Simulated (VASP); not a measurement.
# C (I4_1/amd) in VASP: further runs

C is run at these levels: PBE; tasks: single point.

Everything below comes from runs of VASP 6.6.1. Logs are shortened: lines on timing, memory, paths and dates and some standing lists are left out, and cuts for length are marked.

### Step 1. The cell of the first run

Symmetry: I4_1/amd, No. 141, tetragonal system. The conventional cell has a = 2.446 Å, b = 2.446 Å, c = 3.806 Å, α = 90.00°, β = 90.00°, γ = 90.00°. Within 2.1 Å of C (site symmetry -4m2) lie 4 C at 1.55 Å.

### Step 2. Single point, PBE

Input file INCAR:

```
PREC = Accurate ; ENCUT = 520
EDIFF = 1E-6 ; ISMEAR = 0
SIGMA = 0.05 ; LREAL = F
LASPH = T ; NELM = 60
ALGO = Normal ; ISIF = 2
LWAVE = F ; LCHARG = F
GGA = PE ; NBANDS = 11
```

Input file KPOINTS:

```
regular mesh
0
Gamma
  12 12 12
```

Input file POSCAR:

```
C
1.0
    0.0000000000      1.7298962802      1.9028859083
    1.7298962802      0.0000000000      1.9028859083
    1.7298962802      1.7298962802      0.0000000000
C
2
Direct
    0.5000000000      0.5000000000      0.5000000000
    0.7500000000      0.7500000000      0.7500000000
```

Potentials or basis: VASP PAW PBE potentials, release 64 (C).

Launch:

```sh
cat potpaw_PBE.64/C/POTCAR > POTCAR
mpirun -np 1 vasp_std > vasp.out
```

OUTCAR:

```text
PREC = Accurate
   ENCUT = 520
   EDIFF = 1E-6
   ISMEAR = 0
   LREAL = F
   LASPH = T
   NELM = 60
   ISIF = 2
   GGA = PE

 ion  position               nearest neighbor table
   1  0.500  0.500  0.500-   2 1.55   2 1.55   2 1.55   2 1.55
   2  0.750  0.750  0.750-   1 1.55   1 1.55   1 1.55   1 1.55

  LATTYP: Found a body centered tetragonal cell.
 ALAT       =     2.4464427810
 C/A-ratio  =     1.5556349187

  Lattice vectors:

 A1 = (  -1.7298962802,   0.0000000000,   1.9028859083)
 A2 = (   1.7298962802,   0.0000000000,   1.9028859083)
 A3 = (   0.0000000000,   1.7298962802,  -1.9028859083)

Analysis of symmetry for initial positions (statically):
=====================================================================
 Subroutine PRICEL returns:
 Original cell was already a primitive cell.

 Routine SETGRP: Setting up the symmetry group for a
 body centered tetragonal supercell.

 Subroutine GETGRP returns: Found 16 space group operations
 (whereof  8 operations were pure point group operations)
 out of a pool of 16 trial point group operations.

The static configuration has the point symmetry D_2d.
 The point group associated with its full space group is D_4h.

Analysis of symmetry for dynamics (positions and initial velocities):
=====================================================================
 Subroutine PRICEL returns:
 Original cell was already a primitive cell.

 Routine SETGRP: Setting up the symmetry group for a
 body centered tetragonal supercell.

 Subroutine GETGRP returns: Found 16 space group operations
 (whereof  8 operations were pure point group operations)
 out of a pool of 16 trial point group operations.

The dynamic configuration has the point symmetry D_2d.
 The point group associated with its full space group is D_4h.

 Subroutine INISYM returns: Found 16 space group operations
 (whereof  8 operations are pure point group operations),
 and found     1 'primitive' translations

----------------------------------------------------------------------------------------

                                     Primitive cell

  volume of cell :      11.3889

  direct lattice vectors                    reciprocal lattice vectors
     0.000000000  1.729896280  1.902885908    -0.289034670  0.289034670  0.262758791
     1.729896280  0.000000000  1.902885908     0.289034670 -0.289034670  0.262758791
     1.729896280  1.729896280  0.000000000     0.289034670  0.289034670 -0.262758791

  length of vectors
     2.571675703  2.571675703  2.446442781     0.485926191  0.485926191  0.485926191

  position of ions in fractional coordinates (direct lattice)
     0.500000000  0.500000000  0.500000000
     0.750000000  0.750000000  0.750000000

  ion indices of the primitive-cell ions
   primitive index   ion index
                 1           1
                 2           2

----------------------------------------------------------------------------------------

 KPOINTS: regular mesh

Automatic generation of k-mesh.
 Grid dimensions read from file:
 generate k-points for:   12   12   12

 Generating k-lattice:

  Cartesian coordinates                     Fractional coordinates (reciprocal lattice)
    -0.024086222  0.024086222  0.021896566     0.083333333  0.000000000  0.000000000
     0.024086222 -0.024086222  0.021896566     0.000000000  0.083333333  0.000000000
     0.024086222  0.024086222 -0.021896566     0.000000000  0.000000000  0.083333333

  Length of vectors
     0.040493849  0.040493849  0.040493849

  Shift w.r.t. Gamma in fractional coordinates (k-lattice)
     0.000000000  0.000000000  0.000000000

 Subroutine IBZKPT returns following result:
 ===========================================

 Found    163 irreducible k-points:

 Following reciprocal coordinates:
            Coordinates               Weight
  0.000000  0.000000  0.000000      1.000000
  0.083333  0.000000  0.000000      8.000000
  0.166667  0.000000  0.000000      8.000000
  0.250000  0.000000  0.000000      8.000000
  0.333333  0.000000  0.000000      8.000000
  0.416667  0.000000  0.000000      8.000000
[... 16 lines left out ...]
  0.500000  0.166667  0.000000      8.000000
 -0.416667  0.166667  0.000000      8.000000
 [... further k-points ...]
   k-points           NKPTS =    163   k-points in BZ     NKDIM =    163   number of bands    NBANDS=     11
   number of dos      NEDOS =    301   number of ions     NIONS =      2
   total plane-waves  NPLWV =   7200
   dimension x,y,z NGX =    20 NGY =   20 NGZ =   18
   dimension x,y,z NGXF=    40 NGYF=   40 NGZF=   36
   ions per type =               2
   NGX,Y,Z   is equivalent  to a cutoff of  12.93, 12.93, 12.23 a.u.
   NGXF,Y,Z  is equivalent  to a cutoff of  25.86, 25.86, 24.46 a.u.
 SYSTEM =  unknown system
   PREC   = accura    normal or accurate (medium, high low for compatibility)
   ISTART =      0    job   : 0-new  1-cont  2-samecut
   ICHARG =      2    charge: 1-file 2-atom 10-const
   ISPIN  =      1    spin polarized calculation?
   LNONCOLLINEAR =      F non collinear calculations
   LSORBIT =      F    spin-orbit coupling
   LASPH  =      T    aspherical Exc in radial PAW
   ENCUT  =  520.0 eV  38.22 Ry    6.18 a.u.   4.78  4.78  4.55*2*pi/ulx,y,z
   NELM   =     60;   NELMIN=  2; NELMDL= -5     # of ELM steps
   EDIFF  = 0.1E-05   stopping-criterion for ELM
   LREAL  =      F    real-space projection
   EDIFFG = 0.1E-04   stopping-criterion for IOM
   NSW    =      0    number of steps for IOM
   IBRION =     -1    ionic relax: 0-MD 1-quasi-New 2-CG
   NFREE  =      0    steps in history (QN), initial steepest desc. (CG)
   ISIF   =      2    stress and relaxation
   ISYM   =      2    0-nonsym 1-usesym 2-fastsym
   POTIM  = 0.5000    time-step for ionic-motion
   TEBEG  =    0.0;   TEEND  =   0.0 temperature during run
   PSTRESS=    0.0 pullay stress
   NELECT =       8.0000    total number of electrons
   NUPDOWN=      -1.0000    fix difference up-down
   EMIN   =  10.00;   EMAX   =-10.00  energy-range for DOS
   EFERMI =   0.00;   METHOD = LEGACY
   ISMEAR =     0;   SIGMA  =   0.05  broadening in eV -4-tet -1-fermi 0-gaus
   EFERMI_NEDOS =   21; number of points for ismear=-14 and -15
   IALGO  =     38    algorithm
   IMIX   =      4    mixing-type and parameters
     AMIX     =   0.40;   BMIX     =  1.00
     AMIX_MAG =   1.60;   BMIX_MAG =  1.00
  volume/ion in A,a.u.               =       5.69        38.43
  Fermi-wavevector in a.u.,A,eV,Ry     =   1.455271  2.750063 28.814604  2.117814
  Thomas-Fermi vector in A             =   2.572325
   LORBIT       =      0    0 simple, 1 ext, 2 COOP (PROOUT), +10 PAW based schemes
   GGA     = PE    functional components
   LHFCALC =     F    Hartree Fock is set to
   AEXX    =    0.0000 exact exchange contribution
   IVDW    =     0    specifies the selected vdW correction
   LEPSILON=     F    determine dielectric tensor
   LRPA    =     F    only Hartree local field effects (RPA)
 non-spin polarized calculation
 Gauss-broadening in eV      SIGMA  =   0.05
  energy-cutoff  :      520.00
  volume of cell :       11.39
 maximum number of plane-waves:       336
   NGX =  9   NGY =  9   NGZ =  9

 number of electron       8.0000000 magnetization

 Free energy of the ion-electron system (eV)
  ---------------------------------------------------
  ext. energy  EPLUGINS =         0.00000000
  ---------------------------------------------------
  free energy    TOTEN  =       -17.97384295 eV

  energy without entropy =      -17.97384295  energy(sigma->0) =      -17.97384295

 E-fermi :  10.5640     XC(G=0): -13.2434

 val. band max:       10.2172159698   @ k =   0.0000   0.0000   0.0000
 cond. band min:      13.1706808341   @ k =   0.3333   0.0000   0.3333
 fundamental gap:      2.9534648642
 Fermi energy:        10.5639607715

 k-point     1 :       0.0000    0.0000    0.0000
  band No.  band energies     occupation
      1     -11.7375      2.00000
      2       8.6295      2.00000
      3      10.2172      2.00000
      4      10.2172      2.00000
      5      14.9593      0.00000
      6      14.9593      0.00000
      7      16.1331      0.00000
      8      22.7031      0.00000
      9      29.0210      0.00000
     10      32.9995      0.00000
     11      34.1918      0.00000

 k-point     2 :       0.0833    0.0000    0.0000
  band No.  band energies     occupation
      1     -11.5447      2.00000
      2       7.9919      2.00000
      3       9.3082      2.00000
      4       9.9212      2.00000
      5      15.3630      0.00000
      6      15.3988      0.00000
      7      16.7804      0.00000
      8      22.8795      0.00000
      9      29.3358      0.00000
     10      31.4904      0.00000
     11      35.9676      0.00000

 k-point     3 :       0.1667    0.0000    0.0000
  band No.  band energies     occupation
      1     -10.9686      2.00000
      2       5.8837      2.00000
      3       8.1515      2.00000
      4       9.2997      2.00000
      5      15.9562      0.00000
      6      16.3827      0.00000
      7      17.9798      0.00000
      8      23.3980      0.00000
      9      29.7611      0.00000
     10      30.8463      0.00000
     11      33.9357      0.00000

 k-point     4 :       0.2500    0.0000    0.0000
  band No.  band energies     occupation
      1     -10.0178      2.00000
      2       3.1374      2.00000
      3       7.2648      2.00000
      4       8.6826      2.00000
      5      16.3024      0.00000
      6      17.3929      0.00000
      7      18.9549      0.00000
      8      24.1452      0.00000
      9      29.7932      0.00000
     10      31.6762      0.00000
     11      32.9943      0.00000

 k-point     5 :       0.3333    0.0000    0.0000
  band No.  band energies     occupation
      1      -8.7136      2.00000
      2       0.3814      2.00000
      3       6.5852      2.00000
      4       8.2085      2.00000
      5      16.3732      0.00000
      6      18.0934      0.00000
      7      19.5457      0.00000
      8      24.8568      0.00000
      9      30.1329      0.00000
     10      33.0820      0.00000
     11      33.2658      0.00000
[... 211 lines left out ...]
 k-point    21 :       0.3333    0.1667    0.0000
  band No.  band energies     occupation
      1      -9.1978      2.00000
      2       2.6103      2.00000
      3       5.4790      2.00000
      4       6.6737      2.00000
      5      16.8512      0.00000
      6      19.9095      0.00000
      7      20.4477      0.00000
      8      22.2386      0.00000
      9      28.9306      0.00000
     10      30.7848      0.00000
     11      37.4620      0.00000

 k-point    22 :       0.4167    0.1667    0.0000
  band No.  band energies     occupation
      1      -7.8502      2.00000
      2       0.2276      2.00000
      3       4.4223      2.00000
      4       6.5357      2.00000
      5      17.3374      0.00000
      6      20.1558      0.00000
      7      20.7647      0.00000
      8      23.4686      0.00000
      9      30.2209      0.00000
     10      30.8086      0.00000
     11      37.2778      0.00000

 k-point    23 :       0.5000    0.1667    0.0000
  band No.  band energies     occupation
      1      -6.2668      2.00000
      2      -2.0195      2.00000
      3       3.6775      2.00000
      4       6.6853      2.00000
      5      17.6869      0.00000
      6      20.2113      0.00000
      7      20.5719      0.00000
      8      24.9121      0.00000
      9      29.6731      0.00000
     10      32.5127      0.00000
     11      36.3419      0.00000

 k-point    24 :      -0.4167    0.1667    0.0000
  band No.  band energies     occupation
      1      -5.4504      2.00000
      2      -2.9792      2.00000
      3       3.2685      2.00000
      4       7.0975      2.00000
      5      18.1393      0.00000
      6      20.0269      0.00000
      7      20.1231      0.00000
      8      25.1378      0.00000
      9      29.8201      0.00000
     10      33.7190      0.00000
     11      34.0851      0.00000

 [... further k-points ...]
[... 5 lines left out ...]
  --------------------------------------------------------------------------------------
  -------------------------------------------------------------------------------------
  Total        2.3582336      2.3582336     -4.5064193      0.0000000      0.0000000      0.0000000
  in kB      331.7527507    331.7527507   -633.9562813      0.0000000      0.0000000      0.0000000
  external PRESSURE =       9.8497401 kB  Pullay stress =       0.0000000 kB

 VOLUME and BASIS-vectors are now :
 -----------------------------------------------------------------------------
  energy-cutoff  :      520.00
  volume of cell :       11.39
      direct lattice vectors                 reciprocal lattice vectors
     0.000000000  1.729896280  1.902885908    -0.289034670  0.289034670  0.262758791
     1.729896280  0.000000000  1.902885908     0.289034670 -0.289034670  0.262758791
     1.729896280  1.729896280  0.000000000     0.289034670  0.289034670 -0.262758791

 POSITION                                       TOTAL-FORCE (eV/Angst)
 -----------------------------------------------------------------------------------
      1.72990      1.72990      1.90289         0.000000      0.000000      0.000000
      2.59484      2.59484      2.85433        -0.000000     -0.000000     -0.000000
 -----------------------------------------------------------------------------------
    total drift:                                0.000000     -0.000000      0.000000

  FREE ENERGIE OF THE ION-ELECTRON SYSTEM (eV)
  ---------------------------------------------------
  free  energy   TOTEN  =       -17.9738429505 eV

  energy  without entropy=      -17.9738429505  energy(sigma->0) =      -17.97384295
```

Wall time 13 s (1 thread of Intel Xeon Platinum 8259CL at 2.50GHz (Skylake/Cascade Lake), shared host); peak memory 0.12 GiB.

Results:

- Free energy: -17.9738 eV
- Pressure: 1.0 GPa
- Band gap on the k mesh: 2.95 eV, indirect (least direct gap 4.74 eV)

Levels at points of the mesh, in eV from the valence-band top:
| k point | band 1 | band 2 | band 3 | band 4 | band 5 | band 6 | band 7 | band 8 |
| --- | --- | --- | --- | --- | --- | --- | --- | --- |
| (0.00, 0.00, 0.00) | -21.95 | -1.59 | 0.00 | 0.00 | 4.74 | 4.74 | 5.92 | 12.49 |
| (0.50, 0.00, 0.00) | -16.16 | -13.84 | -4.20 | -2.39 | 6.07 | 8.28 | 9.70 | 15.18 |
| (0.50, 0.50, 0.00) | -14.20 | -14.20 | -5.81 | -5.81 | 5.74 | 5.74 | 15.78 | 15.78 |
| (0.50, 0.00, 0.50) | -12.75 | -12.75 | -7.20 | -7.20 | 3.54 | 3.54 | 15.90 | 15.90 |

 A k mesh can miss the band edges.

[end of part 1 of 2]
